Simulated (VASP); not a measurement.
# SrO (Fm-3m) in VASP: further runs, part 3 of 3

VASP 6.6.1. Earlier steps stand in the parts before.

### Step 4. Single point, PBE

This run uses another cell than the first one, of 16.06 Å³/atom, 1.056 times its volume.

File INCAR:

```
PREC = Accurate ; ENCUT = 600
EDIFF = 1E-6 ; ISMEAR = 0
SIGMA = 0.01 ; LREAL = F
LASPH = T ; NELM = 120
ALGO = Normal ; ISIF = 2
LWAVE = F ; LCHARG = T
GGA = PE ; LELF = T
LVHAR = T ; NBANDS = 15
GGA_COMPAT = F
```

File KPOINTS:

```
Automatic mesh
0
Gamma
  6 6 6
```

File POSCAR:

```
SrO
1.0
    0.0000000000      2.5227949853      2.5227949853
    2.5227949853      0.0000000000      2.5227949853
    2.5227949853      2.5227949853      0.0000000000
Sr O
1 1
Direct
    0.5000000000      0.5000000000      0.5000000000
    0.0000000000      0.0000000000      0.0000000000
```

Potentials or basis: VASP PAW PBE potentials, release 64 (Sr_sv, O).

Command:

```
$ cat potpaw_PBE.64/Sr_sv/POTCAR potpaw_PBE.64/O/POTCAR > POTCAR
$ mpirun -np 1 vasp_std > vasp.out
```

OUTCAR:

```text
PREC = Accurate
   ENCUT = 600
   EDIFF = 1E-6
   ISMEAR = 0
   LREAL = F
   LASPH = T
   NELM = 120
   ISIF = 2
   GGA = PE

 ion  position               nearest neighbor table
   1  0.500  0.500  0.500-   2 2.52   2 2.52   2 2.52   2 2.52   2 2.52   2 2.52
   2  0.000  0.000  0.000-   1 2.52   1 2.52   1 2.52   1 2.52   1 2.52   1 2.52

  LATTYP: Found a face centered cubic cell.
 ALAT       =     5.0455899706

  Lattice vectors:

 A1 = (   0.0000000000,   2.5227949853,   2.5227949853)
 A2 = (   2.5227949853,   0.0000000000,   2.5227949853)
 A3 = (   2.5227949853,   2.5227949853,   0.0000000000)

Analysis of symmetry for initial positions (statically):
=====================================================================
 Subroutine PRICEL returns:
 Original cell was already a primitive cell.

 Routine SETGRP: Setting up the symmetry group for a
 face centered cubic supercell.

 Subroutine GETGRP returns: Found 48 space group operations
 (whereof 48 operations were pure point group operations)
 out of a pool of 48 trial point group operations.

The static configuration has the point symmetry O_h .

Analysis of symmetry for dynamics (positions and initial velocities):
=====================================================================
 Subroutine PRICEL returns:
 Original cell was already a primitive cell.

 Routine SETGRP: Setting up the symmetry group for a
 face centered cubic supercell.

 Subroutine GETGRP returns: Found 48 space group operations
 (whereof 48 operations were pure point group operations)
 out of a pool of 48 trial point group operations.

The dynamic configuration has the point symmetry O_h .

 Subroutine INISYM returns: Found 48 space group operations
 (whereof 48 operations are pure point group operations),
 and found     1 'primitive' translations

----------------------------------------------------------------------------------------

                                     Primitive cell

  volume of cell :      32.1126

  direct lattice vectors                    reciprocal lattice vectors
     0.000000000  2.522794985  2.522794985    -0.198192878  0.198192878  0.198192878
     2.522794985  0.000000000  2.522794985     0.198192878 -0.198192878  0.198192878
     2.522794985  2.522794985  0.000000000     0.198192878  0.198192878 -0.198192878

  length of vectors
     3.567770883  3.567770883  3.567770883     0.343280135  0.343280135  0.343280135

  position of ions in fractional coordinates (direct lattice)
     0.500000000  0.500000000  0.500000000
     0.000000000  0.000000000  0.000000000

  ion indices of the primitive-cell ions
   primitive index   ion index
                 1           1
                 2           2

----------------------------------------------------------------------------------------

 KPOINTS: Automatic mesh

Automatic generation of k-mesh.
 Grid dimensions read from file:
 generate k-points for:    6    6    6

 Generating k-lattice:

[... 21 lines left out ...]
  0.500000  0.000000  0.000000      4.000000
  0.166667  0.166667  0.000000      6.000000
  0.333333  0.166667  0.000000     24.000000
[... 8 lines left out ...]
 -0.333333  0.333333  0.166667     24.000000
 -0.333333  0.500000  0.166667     12.000000
   k-points           NKPTS =     16   k-points in BZ     NKDIM =     16   number of bands    NBANDS=     15
   number of dos      NEDOS =    301   number of ions     NIONS =      2
   total plane-waves  NPLWV =  27000
   dimension x,y,z NGX =    30 NGY =   30 NGZ =   30
   dimension x,y,z NGXF=    60 NGYF=   60 NGZF=   60
   ions per type =               1   1
   NGX,Y,Z   is equivalent  to a cutoff of  13.98, 13.98, 13.98 a.u.
   NGXF,Y,Z  is equivalent  to a cutoff of  27.96, 27.96, 27.96 a.u.
 SYSTEM =  unknown system
   PREC   = accura    normal or accurate (medium, high low for compatibility)
   ISTART =      0    job   : 0-new  1-cont  2-samecut
   ICHARG =      2    charge: 1-file 2-atom 10-const
   ISPIN  =      1    spin polarized calculation?
   LNONCOLLINEAR =      F non collinear calculations
   LSORBIT =      F    spin-orbit coupling
   LASPH  =      T    aspherical Exc in radial PAW
   ENCUT  =  600.0 eV  44.10 Ry    6.64 a.u.   7.13  7.13  7.13*2*pi/ulx,y,z
   NELM   =    120;   NELMIN=  2; NELMDL= -5     # of ELM steps
   EDIFF  = 0.1E-05   stopping-criterion for ELM
   LREAL  =      F    real-space projection
   EDIFFG = 0.1E-04   stopping-criterion for IOM
   NSW    =      0    number of steps for IOM
   IBRION =     -1    ionic relax: 0-MD 1-quasi-New 2-CG
   NFREE  =      0    steps in history (QN), initial steepest desc. (CG)
   ISIF   =      2    stress and relaxation
   ISYM   =      2    0-nonsym 1-usesym 2-fastsym
   POTIM  = 0.5000    time-step for ionic-motion
   TEBEG  =    0.0;   TEEND  =   0.0 temperature during run
   PSTRESS=    0.0 pullay stress
   NELECT =      16.0000    total number of electrons
   NUPDOWN=      -1.0000    fix difference up-down
   EMIN   =  10.00;   EMAX   =-10.00  energy-range for DOS
   EFERMI =   0.00;   METHOD = LEGACY
   ISMEAR =     0;   SIGMA  =   0.01  broadening in eV -4-tet -1-fermi 0-gaus
   EFERMI_NEDOS =   21; number of points for ismear=-14 and -15
   IALGO  =     38    algorithm
   IMIX   =      4    mixing-type and parameters
     AMIX     =   0.40;   BMIX     =  1.00
     AMIX_MAG =   1.60;   BMIX_MAG =  1.00
  volume/ion in A,a.u.               =      16.06       108.35
  Fermi-wavevector in a.u.,A,eV,Ry     =   1.297845  2.452572 22.917680  1.684402
  Thomas-Fermi vector in A             =   2.429212
   LORBIT       =      0    0 simple, 1 ext, 2 COOP (PROOUT), +10 PAW based schemes
   GGA     = PE    functional components
   LHFCALC =     F    Hartree Fock is set to
   AEXX    =    0.0000 exact exchange contribution
   IVDW    =     0    specifies the selected vdW correction
   LEPSILON=     F    determine dielectric tensor
   LRPA    =     F    only Hartree local field effects (RPA)
 non-spin polarized calculation
 Gauss-broadening in eV      SIGMA  =   0.01
  energy-cutoff  :      600.00
  volume of cell :       32.11
 maximum number of plane-waves:      1090
 NGX is ok and might be reduce to    30
   NGX = 15   NGY = 15   NGZ = 15

 number of electron      15.9999999 magnetization

 Free energy of the ion-electron system (eV)
  ---------------------------------------------------
  ext. energy  EPLUGINS =         0.00000000
  ---------------------------------------------------
  free energy    TOTEN  =       -11.96665075 eV

  energy without entropy =      -11.96665075  energy(sigma->0) =      -11.96665075

 E-fermi :   2.1185     XC(G=0): -10.2978

 val. band max:        1.9408512686   @ k =   0.0000   0.0000   0.0000
 cond. band min:       5.1652115151   @ k =   0.5000   0.5000   0.0000
 fundamental gap:      3.2243602464
 Fermi energy:         2.1184709783

 k-point     1 :       0.0000    0.0000    0.0000
  band No.  band energies     occupation
      1     -30.2583      2.00000
      2     -13.2212      2.00000
      3     -11.8297      2.00000
      4     -11.8297      2.00000
      5     -11.8297      2.00000
      6       1.9409      2.00000
      7       1.9409      2.00000
      8       1.9409      2.00000
      9       6.3462      0.00000
     10       8.2726      0.00000
     11       8.2726      0.00000
     12       8.2726      0.00000
     13      10.5711      0.00000
     14      10.5711      0.00000
[... 257 lines left out ...]
      2     -13.8180      2.00000
      3     -12.8068      2.00000
      4     -12.4541      2.00000
      5     -11.4551      2.00000
      6       1.0007      2.00000
      7       1.5638      2.00000
      8       1.6475      2.00000
      9       6.6470      0.00000
     10       9.7936      0.00000
     11      10.8426      0.00000
     12      13.4177      0.00000
     13      13.5134      0.00000
     14      15.6444      0.00000
     15      16.0848      0.00000

------------------------ aborting loop because EDIFF is reached ----------------------------------------

  FORCE on cell =-STRESS in cart. coord.  units (eV):
  Direction    XX          YY          ZZ          XY          YZ          ZX
  --------------------------------------------------------------------------------------
  -------------------------------------------------------------------------------------
  Total        1.9387418      1.9387418      1.9387418      0.0000000      0.0000000     -0.0000000
  in kB       96.7285534     96.7285534     96.7285534      0.0000000      0.0000000     -0.0000000
  external PRESSURE =      96.7285534 kB  Pullay stress =       0.0000000 kB

 VOLUME and BASIS-vectors are now :
 -----------------------------------------------------------------------------
  energy-cutoff  :      600.00
  volume of cell :       32.11
      direct lattice vectors                 reciprocal lattice vectors
     0.000000000  2.522794985  2.522794985    -0.198192878  0.198192878  0.198192878
     2.522794985  0.000000000  2.522794985     0.198192878 -0.198192878  0.198192878
     2.522794985  2.522794985  0.000000000     0.198192878  0.198192878 -0.198192878

 POSITION                                       TOTAL-FORCE (eV/Angst)
 -----------------------------------------------------------------------------------
      2.52279      2.52279      2.52279        -0.000000     -0.000000     -0.000000
      0.00000      0.00000      0.00000         0.000000      0.000000      0.000000
 -----------------------------------------------------------------------------------
    total drift:                               -0.000000      0.000000      0.000000

  FREE ENERGIE OF THE ION-ELECTRON SYSTEM (eV)
  ---------------------------------------------------
  free  energy   TOTEN  =       -11.9666507505 eV

  energy  without entropy=      -11.9666507505  energy(sigma->0) =      -11.96665075
```

OSZICAR:

```text
N       E                     dE             d eps       ncg     rms          rms(c)
DAV:   1     0.693498261637E+02    0.69350E+02   -0.84855E+03   480   0.112E+03
DAV:   2    -0.105792308235E+02   -0.79929E+02   -0.73402E+02   628   0.232E+02
DAV:   3    -0.140779214989E+02   -0.34987E+01   -0.34826E+01   693   0.421E+01
DAV:   4    -0.141877638624E+02   -0.10984E+00   -0.10984E+00   605   0.578E+00
DAV:   5    -0.141882195954E+02   -0.45573E-03   -0.45573E-03   622   0.351E-01    0.184E+01
DAV:   6    -0.120965110887E+02    0.20917E+01   -0.64674E+00   487   0.200E+01    0.216E+01
DAV:   7    -0.119758501485E+02    0.12066E+00   -0.25975E-01   578   0.466E+00    0.126E+01
DAV:   8    -0.119643931827E+02    0.11457E-01   -0.11030E-01   641   0.329E+00    0.643E-01
DAV:   9    -0.119660393850E+02   -0.16462E-02   -0.52257E-03   612   0.475E-01    0.230E-01
DAV:  10    -0.119665185372E+02   -0.47915E-03   -0.47117E-04   508   0.198E-01    0.709E-02
DAV:  11    -0.119666341033E+02   -0.11557E-03   -0.10872E-04   543   0.785E-02    0.271E-02
DAV:  12    -0.119666505560E+02   -0.16453E-04   -0.24649E-05   515   0.374E-02    0.157E-02
DAV:  13    -0.119666507505E+02   -0.19456E-06   -0.94085E-07   408   0.883E-03
   1 F= -.11966651E+02 E0= -.11966651E+02  d E =-.757720-141
```

stdout:

```text
POSCAR found type information on POSCAR SrO
 POSCAR found :  2 types and       2 ions
 scaLAPACK will be used
 LDA part: xc-table for (Slater+PW92), standard interpolation
 POSCAR, INCAR and KPOINTS ok, starting setup
 FFT: planning ... GRIDC
 FFT: planning ... GRID_SOFT
 FFT: planning ... GRID
 WAVECAR not read
 entering main loop
```

Run time: 38 s. Hardware: 1 thread of Intel Xeon 8259CL, shared host; peak memory 0.17 GiB.

Results:

```
Free energy            : -11.9667 eV
Pressure               : 9.7 GPa
Band gap on the k mesh : 3.22 eV, indirect (least direct gap 3.27 eV)
```

A k mesh can miss the band edges. A hybrid or GW would open this gap; PBE tends to underestimate it.

### Step 5. Single point, PBE

This run uses another cell than the first one, of 16.48 Å³/atom, 1.083 times its volume.

File INCAR:

```
SYSTEM = SrO
PREC = Accurate ; ENCUT = 600
EDIFF = 1E-6 ; ISMEAR = 0
SIGMA = 0.01 ; LREAL = .False.
LASPH = .True. ; NELM = 120
ALGO = Normal ; ISIF = 2
LWAVE = .False. ; LCHARG = .True.
GGA = PE ; LELF = .True.
LVHAR = .True. ; NBANDS = 15
GGA_COMPAT = .False.
```

File KPOINTS:

```
Automatic mesh
0
Gamma
  6 6 6
  0 0 0
```

File POSCAR:

```
SrO
1.0
    0.0000000000      2.5447334342      2.5447334342
    2.5447334342      0.0000000000      2.5447334342
    2.5447334342      2.5447334342      0.0000000000
Sr O
1 1
Direct
    0.5000000000      0.5000000000      0.5000000000
    0.0000000000      0.0000000000      0.0000000000
```

Command:

```
$ cat potpaw_PBE.64/Sr_sv/POTCAR potpaw_PBE.64/O/POTCAR > POTCAR
$ mpirun -np 1 vasp_std > vasp.out
```

Run time: 36 s. Hardware: 1 thread of Intel Xeon 8259CL, shared host; peak memory 0.17 GiB.

Results (log left out):

* Free energy: -12.0103 eV
* Pressure: 6.6 GPa
* Band gap on the k mesh: 3.25 eV, indirect (least direct gap 3.31 eV)

Levels at points of the mesh, in eV from the valence-band top:
| k point | band 4 | band 5 | band 6 | band 7 | band 8 | band 9 | band 10 | band 11 | band 12 | band 13 |
| --- | --- | --- | --- | --- | --- | --- | --- | --- | --- | --- |
| (0.00, 0.00, 0.00) | -13.89 | -13.89 | 0.00 | 0.00 | 0.00 | 4.21 | 6.28 | 6.28 | 6.28 | 8.52 |
| (0.50, 0.00, 0.00) | -13.97 | -12.69 | -2.23 | -1.20 | -1.20 | 6.69 | 8.71 | 9.03 | 9.03 | 12.22 |
| (0.50, 0.50, 0.00) | -14.29 | -14.29 | -0.38 | -0.07 | -0.07 | 3.25 | 8.04 | 10.38 | 10.66 | 11.34 |

### Step 6. Single point, PBE

This run uses another cell than the first one, of 17.32 Å³/atom, 1.139 times its volume.

File INCAR:

```
SYSTEM = SrO
PREC = Accurate ; ENCUT = 600
EDIFF = 1E-6 ; ISMEAR = 0
SIGMA = 0.01 ; LREAL = .False.
LASPH = .True. ; NELM = 120
ALGO = Normal ; ISIF = 2
LWAVE = .False. ; LCHARG = .False.
GGA = PE ; NBANDS = 15
GGA_COMPAT = .False.
```

File KPOINTS:

```
regular mesh
0
Gamma
  6 6 6
  0 0 0
```

File POSCAR:

```
SrO
1.0
    0.0000000000      2.5875100528      2.5875100528
    2.5875100528      0.0000000000      2.5875100528
    2.5875100528      2.5875100528      0.0000000000
Sr O
1 1
Direct
    0.5000000000      0.5000000000      0.5000000000
    0.0000000000      0.0000000000      0.0000000000
```

Potentials or basis: VASP PAW PBE potentials, release 64 (Sr_sv, O).

Command:

```
$ cat potpaw_PBE.64/Sr_sv/POTCAR potpaw_PBE.64/O/POTCAR > POTCAR
$ mpirun -np 1 vasp_std > vasp.out
```

Run time: 42 s. Hardware: 1 thread of Intel Xeon 8259CL, shared host; peak memory 0.17 GiB.

Results (log left out):

| Quantity | Value |
| --- | --- |
| Free energy | -12.0533 eV |
| Pressure | 1.5 GPa |
| Band gap on the k mesh | 3.28 eV, indirect (least direct gap 3.38 eV) |

Levels at points of the mesh, in eV from the valence-band top:
```tsv
k point	band 6	band 7	band 8	band 9	band 10	band 11
(0.00, 0.00, 0.00)	0.00	0.00	0.00	3.85	6.17	6.17
(0.50, 0.00, 0.00)	-2.13	-1.10	-1.10	6.47	8.30	8.74
(0.50, 0.50, 0.00)	-0.46	-0.10	-0.10	3.28	7.66	10.05
```

A k mesh can miss the band edges. As with any semilocal functional, this PBE gap is likely too small.

### Step 7. The runs side by side

```csv
cell,gap on the mesh (eV),pressure (GPa)
"a = 3.504 Å, angles 60.0°, 2 atoms",3.16,17.3
"a = 3.536 Å, angles 60.0°, 2 atoms",3.20,13.2
"a = 3.568 Å, angles 60.0°, 2 atoms",3.22,9.7
"a = 3.599 Å, angles 60.0°, 2 atoms",3.25,6.6
"a = 3.659 Å, angles 60.0°, 2 atoms",3.28,1.5
```

Alike in all rows: task single point; level PBE; potentials or basis VASP PAW PBE potentials, release 64 (Sr_sv, O); no spin polarisation; k mesh 6 × 6 × 6; cutoff (eV) 600; smearing gaussian 0.01 eV.

Total energies depend on the potentials used, so only differences within one code and one set of settings carry meaning.
